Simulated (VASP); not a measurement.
# W (Fm-3m) in VASP: a series of runs

Runs on W. Level: RPBE. Tasks: relaxation of cell and atoms.

All numbers are computed with VASP 6.6.1; they aren't measurements. Logs are shortened: lines on timing, memory, paths and dates and some standing lists are left out, and cuts for length are marked.

### 1 The cell of the first run

It takes space group Fm-3m (No. 225, cubic). Conventional cell: a = 4.060 Å, b = 4.060 Å, c = 4.060 Å, α = 90.00°, β = 90.00°, γ = 90.00°. W (site symmetry m-3m) has 12 W at 2.87 Å within 3.8 Å.

### 2 Relaxation of cell and atoms, RPBE, target pressure 2 GPa, at which the enthalpy is minimised

The input, INCAR:

```
ALGO     = Normal         # electronic algorithm
EDIFF    = 1E-7           # SCF threshold, eV
EDIFFG   = -0.01          # ionic threshold
ENCUT    = 600            # plane-wave cutoff, eV
GGA      = RP             # functional
IBRION   = 2              # ionic algorithm
ISIF     = 3              # what is computed and relaxed
ISMEAR   = -1             # smearing method
LASPH    = True           # aspherical terms in the spheres
LCHARG   = False          # write CHGCAR
LREAL    = False          # projectors in reciprocal space
LWAVE    = False          # write WAVECAR
NELM     = 100            # most SCF steps
NSW      = 80             # ionic steps
PREC     = Accurate       # precision mode
PSTRESS  = 20.0         
SIGMA    = 0.1            # smearing width, eV
```

The input, KPOINTS:

```
k-points
0
Gamma
  5 5 5
```

The input, POSCAR:

```
W
1.0
    0.0000000000      2.0300000000      2.0300000000
    2.0300000000      0.0000000000      2.0300000000
    2.0300000000      2.0300000000      0.0000000000
W
1
Direct
    0.0000000000      0.0000000000      0.0000000000
```

Potentials or basis: VASP PAW PBE potentials, release 64 (W_sv).

Run with:

```sh
$ cat potpaw_PBE.64/W_sv/POTCAR > POTCAR
$ mpirun -np 1 vasp_std > vasp.out
```

OUTCAR:

```text
EDIFF = 1E-7
   EDIFFG = -0.01
   ENCUT = 600
   GGA = RP
   IBRION = 2
   ISIF = 3
   ISMEAR = -1
   LASPH = True
   LREAL = False
   NELM = 100
   NSW = 80
   PREC = Accurate
   PSTRESS = 20.0

 ion  position               nearest neighbor table
   1  0.000  0.000  0.000-

  LATTYP: Found a face centered cubic cell.
 ALAT       =     4.0600000000

  Lattice vectors:

 A1 = (   0.0000000000,   2.0300000000,   2.0300000000)
 A2 = (   2.0300000000,   0.0000000000,   2.0300000000)
 A3 = (   2.0300000000,   2.0300000000,   0.0000000000)

Analysis of symmetry for initial positions (statically):
=====================================================================
 Subroutine PRICEL returns:
 Original cell was already a primitive cell.

 Routine SETGRP: Setting up the symmetry group for a
 face centered cubic supercell.

 Subroutine GETGRP returns: Found 48 space group operations
 (whereof 48 operations were pure point group operations)
 out of a pool of 48 trial point group operations.

The static configuration has the point symmetry O_h .

Analysis of symmetry for dynamics (positions and initial velocities):
=====================================================================
 Subroutine PRICEL returns:
 Original cell was already a primitive cell.

 Routine SETGRP: Setting up the symmetry group for a
 face centered cubic supercell.

 Subroutine GETGRP returns: Found 48 space group operations
 (whereof 48 operations were pure point group operations)
 out of a pool of 48 trial point group operations.

The dynamic configuration has the point symmetry O_h .

 Subroutine INISYM returns: Found 48 space group operations
 (whereof 48 operations are pure point group operations),
 and found     1 'primitive' translations

----------------------------------------------------------------------------------------

                                     Primitive cell

  volume of cell :      16.7309

  direct lattice vectors                    reciprocal lattice vectors
     0.000000000  2.030000000  2.030000000    -0.246305419  0.246305419  0.246305419
     2.030000000  0.000000000  2.030000000     0.246305419 -0.246305419  0.246305419
     2.030000000  2.030000000  0.000000000     0.246305419  0.246305419 -0.246305419

  length of vectors
     2.870853532  2.870853532  2.870853532     0.426613499  0.426613499  0.426613499

  position of ions in fractional coordinates (direct lattice)
     0.000000000  0.000000000  0.000000000

  ion indices of the primitive-cell ions
   primitive index   ion index
                 1           1

----------------------------------------------------------------------------------------

 KPOINTS: k-points

Automatic generation of k-mesh.
 Grid dimensions read from file:
 generate k-points for:    5    5    5

 Generating k-lattice:

  Cartesian coordinates                     Fractional coordinates (reciprocal lattice)
    -0.049261084  0.049261084  0.049261084     0.200000000  0.000000000  0.000000000
     0.049261084 -0.049261084  0.049261084     0.000000000  0.200000000  0.000000000
     0.049261084  0.049261084 -0.049261084     0.000000000  0.000000000  0.200000000

  Length of vectors
     0.085322700  0.085322700  0.085322700

  Shift w.r.t. Gamma in fractional coordinates (k-lattice)
     0.000000000  0.000000000  0.000000000

 Subroutine IBZKPT returns following result:
 ===========================================

 Found     10 irreducible k-points:

 Following reciprocal coordinates:
            Coordinates               Weight
  0.000000  0.000000  0.000000      1.000000
  0.200000  0.000000  0.000000      8.000000
  0.400000  0.000000  0.000000      8.000000
  0.200000  0.200000  0.000000      6.000000
  0.400000  0.200000  0.000000     24.000000
 -0.400000  0.200000  0.000000     24.000000
 -0.200000  0.200000  0.000000     12.000000
  0.400000  0.400000  0.000000      6.000000
 -0.400000  0.400000  0.000000     12.000000
 -0.400000  0.400000  0.200000     24.000000
   k-points           NKPTS =     10   k-points in BZ     NKDIM =     10   number of bands    NBANDS=     11
   number of dos      NEDOS =    301   number of ions     NIONS =      1
   total plane-waves  NPLWV =  13824
   dimension x,y,z NGX =    24 NGY =   24 NGZ =   24
   dimension x,y,z NGXF=    48 NGYF=   48 NGZF=   48
   ions per type =               1
   NGX,Y,Z   is equivalent  to a cutoff of  13.90, 13.90, 13.90 a.u.
   NGXF,Y,Z  is equivalent  to a cutoff of  27.80, 27.80, 27.80 a.u.
 SYSTEM =  unknown system
   PREC   = accura    normal or accurate (medium, high low for compatibility)
   ISTART =      0    job   : 0-new  1-cont  2-samecut
   ICHARG =      2    charge: 1-file 2-atom 10-const
   ISPIN  =      1    spin polarized calculation?
   LNONCOLLINEAR =      F non collinear calculations
   LSORBIT =      F    spin-orbit coupling
   LASPH  =      T    aspherical Exc in radial PAW
   ENCUT  =  600.0 eV  44.10 Ry    6.64 a.u.   5.73  5.73  5.73*2*pi/ulx,y,z
   NELM   =    100;   NELMIN=  2; NELMDL= -5     # of ELM steps
   EDIFF  = 0.1E-06   stopping-criterion for ELM
   LREAL  =      F    real-space projection
   EDIFFG = -.1E-01   stopping-criterion for IOM
   NSW    =     80    number of steps for IOM
   IBRION =      2    ionic relax: 0-MD 1-quasi-New 2-CG
   NFREE  =      1    steps in history (QN), initial steepest desc. (CG)
   ISIF   =      3    stress and relaxation
   ISYM   =      2    0-nonsym 1-usesym 2-fastsym
   POTIM  = 0.5000    time-step for ionic-motion
   TEBEG  =    0.0;   TEEND  =   0.0 temperature during run
   PSTRESS=   20.0 pullay stress
   NELECT =      14.0000    total number of electrons
   NUPDOWN=      -1.0000    fix difference up-down
   EMIN   =  10.00;   EMAX   =-10.00  energy-range for DOS
   EFERMI =   0.00;   METHOD = LEGACY
   ISMEAR =    -1;   SIGMA  =   0.10  broadening in eV -4-tet -1-fermi 0-gaus
   EFERMI_NEDOS =   21; number of points for ismear=-14 and -15
   IALGO  =     38    algorithm
   IMIX   =      4    mixing-type and parameters
     AMIX     =   0.40;   BMIX     =  1.00
     AMIX_MAG =   1.60;   BMIX_MAG =  1.00
  volume/ion in A,a.u.               =      16.73       112.91
  Fermi-wavevector in a.u.,A,eV,Ry     =   1.542688  2.915258 32.380324  2.379887
  Thomas-Fermi vector in A             =   2.648457
   LORBIT       =      0    0 simple, 1 ext, 2 COOP (PROOUT), +10 PAW based schemes
   GGA     = RP    functional components
   LHFCALC =     F    Hartree Fock is set to
   AEXX    =    0.0000 exact exchange contribution
   IVDW    =     0    specifies the selected vdW correction
   LEPSILON=     F    determine dielectric tensor
   LRPA    =     F    only Hartree local field effects (RPA)
 conjugate gradient relaxation of ions
 non-spin polarized calculation
  energy-cutoff  :      600.00
  volume of cell :       16.73
 maximum number of plane-waves:       565
   NGX = 11   NGY = 11   NGZ = 11

--------------------------------------- Ionic step        1  -------------------------------------------

 number of electron      14.0000002 magnetization

 Free energy of the ion-electron system (eV)
  ---------------------------------------------------
  ext. energy  EPLUGINS =         0.00000000
  ---------------------------------------------------
  free energy    TOTEN  =       -11.96667688 eV

  energy without entropy =      -11.93151054  energy(sigma->0) =      -11.94909371

------------------------ aborting loop because EDIFF is reached ----------------------------------------

  FORCE on cell =-STRESS in cart. coord.  units (eV):
  Direction    XX          YY          ZZ          XY          YZ          ZX
  --------------------------------------------------------------------------------------
  -------------------------------------------------------------------------------------
  Total       -0.1243516     -0.1243516     -0.1243516      0.0000000     -0.0000000      0.0000000
  in kB      -11.9081357    -11.9081357    -11.9081357      0.0000000     -0.0000000      0.0000000
  external PRESSURE =     -31.9081357 kB  Pullay stress =      20.0000000 kB

 VOLUME and BASIS-vectors are now :
 -----------------------------------------------------------------------------
  energy-cutoff  :      600.00
  volume of cell :       16.73
      direct lattice vectors                 reciprocal lattice vectors
     0.000000000  2.030000000  2.030000000    -0.246305419  0.246305419  0.246305419
     2.030000000  0.000000000  2.030000000     0.246305419 -0.246305419  0.246305419
     2.030000000  2.030000000  0.000000000     0.246305419  0.246305419 -0.246305419

 POSITION                                       TOTAL-FORCE (eV/Angst)
 -----------------------------------------------------------------------------------
      0.00000      0.00000      0.00000         0.000000      0.000000      0.000000
 -----------------------------------------------------------------------------------
    total drift:                               -0.000000      0.000000      0.000000

  FREE ENERGIE OF THE ION-ELECTRON SYSTEM (eV)
  ---------------------------------------------------
  free  energy   TOTEN  =       -11.9666768761 eV

  energy  without entropy=      -11.9315105375  energy(sigma->0) =      -11.94909371
[... 17 lines left out ...]
 VOLUME and BASIS-vectors are now :
 -----------------------------------------------------------------------------
  energy-cutoff  :      600.00
  volume of cell :       15.94
      direct lattice vectors                 reciprocal lattice vectors
    -0.000000000  1.997368564  1.997368564    -0.250329363  0.250329363  0.250329363
     1.997368564 -0.000000000  1.997368564     0.250329363 -0.250329363  0.250329363
     1.997368564  1.997368564 -0.000000000     0.250329363  0.250329363 -0.250329363

 POSITION                                       TOTAL-FORCE (eV/Angst)
 -----------------------------------------------------------------------------------
      0.00000      0.00000      0.00000         0.000000      0.000000     -0.000000
 -----------------------------------------------------------------------------------
    total drift:                               -0.000000      0.000000      0.000000

  FREE ENERGIE OF THE ION-ELECTRON SYSTEM (eV)
  ---------------------------------------------------
  free  energy   TOTEN  =       -11.9377123356 eV

  energy  without entropy=      -11.9047896667  energy(sigma->0) =      -11.92125100

  enthalpy is  TOTEN    =       -11.7387714532 eV   P V=        0.1989408824

--------------------------------------- Ionic step        3  -------------------------------------------

 number of electron      14.0000002 magnetization

 Free energy of the ion-electron system (eV)
  ---------------------------------------------------
  ext. energy  EPLUGINS =         0.00000000
  ---------------------------------------------------
  free energy    TOTEN  =       -11.96625917 eV

  energy without entropy =      -11.93156676  energy(sigma->0) =      -11.94891296

 E-fermi :  10.7833     XC(G=0): -13.3374

 val. band max:       10.3924486891   @ k =   0.2000   0.0000   0.0000
 cond. band min:      10.9074256114   @ k =   0.2000   0.2000   0.0000
 fundamental gap:      0.5149769223
 Fermi energy:        10.7832791274

 k-point     1 :       0.0000    0.0000    0.0000
  band No.  band energies     occupation
      1     -63.2515      2.00000
      2     -26.8901      2.00000
      3     -26.8901      2.00000
      4     -26.8901      2.00000
      5       1.5133      2.00000
      6       9.9212      1.99964
      7       9.9212      1.99964
      8       9.9212      1.99964
      9      13.0271      0.00000
     10      13.0271      0.00000
     11      23.1960      0.00000

 k-point     2 :       0.2000    0.0000    0.0000
  band No.  band energies     occupation
      1     -63.2164      2.00000
      2     -27.2914      2.00000
      3     -26.9424      2.00000
      4     -26.9424      2.00000
      5       3.0608      2.00000
      6       9.0388      2.00000
      7      10.3924      1.96064
      8      10.3924      1.96064
      9      12.8137      0.00000
     10      12.8137      0.00000
     11      24.3138      0.00000

 k-point     3 :       0.4000    0.0000    0.0000
  band No.  band energies     occupation
      1     -63.1591      2.00000
      2     -27.9014      2.00000
      3     -27.0256      2.00000
      4     -27.0256      2.00000
      5       4.8306      2.00000
      6       9.8587      1.99981
      7       9.8587      1.99981
      8      10.1676      1.99577
      9      14.8448      0.00000
     10      14.8448      0.00000
     11      21.3743      0.00000
[... 109 lines left out ...]
 VOLUME and BASIS-vectors are now :
 -----------------------------------------------------------------------------
  energy-cutoff  :      600.00
  volume of cell :       16.54
      direct lattice vectors                 reciprocal lattice vectors
    -0.000000000  2.022356374  2.022356374    -0.247236346  0.247236346  0.247236346
     2.022356374 -0.000000000  2.022356374     0.247236346 -0.247236346  0.247236346
     2.022356374  2.022356374 -0.000000000     0.247236346  0.247236346 -0.247236346

 POSITION                                       TOTAL-FORCE (eV/Angst)
 -----------------------------------------------------------------------------------
      0.00000      0.00000      0.00000         0.000000      0.000000      0.000000
 -----------------------------------------------------------------------------------
    total drift:                                0.000000     -0.000000     -0.000000

  FREE ENERGIE OF THE ION-ELECTRON SYSTEM (eV)
  ---------------------------------------------------
  free  energy   TOTEN  =       -11.9662591685 eV

  energy  without entropy=      -11.9315667563  energy(sigma->0) =      -11.94891296

  enthalpy is  TOTEN    =       -11.7597580191 eV   P V=        0.2065011495

 reached required accuracy - stopping structural energy minimisation
```

Wall time 15 s (1 thread of AMD EPYC 7R13, shared host); peak memory 0.11 GiB.

What came out:

```yaml
Free_energy: -11.9663 eV
Relaxed_volume: 16.54 Å³/atom
Relaxed_cell: a = 2.860 Å, b = 2.860 Å, c = 2.860 Å, α = 60.00°, β = 60.00°, γ = 60.00°
Space_group_after_relaxing_to_0.05_Å: Fm-3m (No. 225)
Energy_change_on_relaxing_the_enthalpy_is_what_falls: +0.4 meV/atom
Ionic_steps: 3
Pressure_after_relaxing: 2.0 GPa
Band_gap_on_the_k_mesh: zero (band 7 reaches 11.95 eV, above the bottom of band 8 at 9.92 eV)
```

Step by step:
```csv
step,energy change (eV),largest force (eV/Å),pressure (GPa),volume (Å³)
1,0.0000,0.0000,-1.19,16.73
2,0.0290,0.0000,13.56,15.94
3,0.0004,0.0000,1.96,16.54
```

Final structure:
```
W
1.0
     0.00000    2.02236    2.02236
     2.02236    0.00000    2.02236
     2.02236    2.02236    0.00000
W
1
Direct
  0.00000 0.00000 0.00000
```

Levels at points of the mesh, in eV from the Fermi level:
| k point | band 3 | band 4 | band 5 | band 6 | band 7 | band 8 | band 9 | band 10 | band 11 |
| --- | --- | --- | --- | --- | --- | --- | --- | --- | --- |
| (0.00, 0.00, 0.00) | -37.67 | -37.67 | -9.27 | -0.86 | -0.86 | -0.86 | 2.24 | 2.24 | 12.41 |

Caveat: the k points lie up to 0.54 Å⁻¹ apart in the final cell; the cell is relaxed towards a set pressure, so the enthalpy falls and the energy may rise; the PAW data sets were made with another functional, which shifts forces and pressure a little; spin-orbit coupling is left out, which moves the levels of the heavy elements.

(Continued in part 2 of 2.)
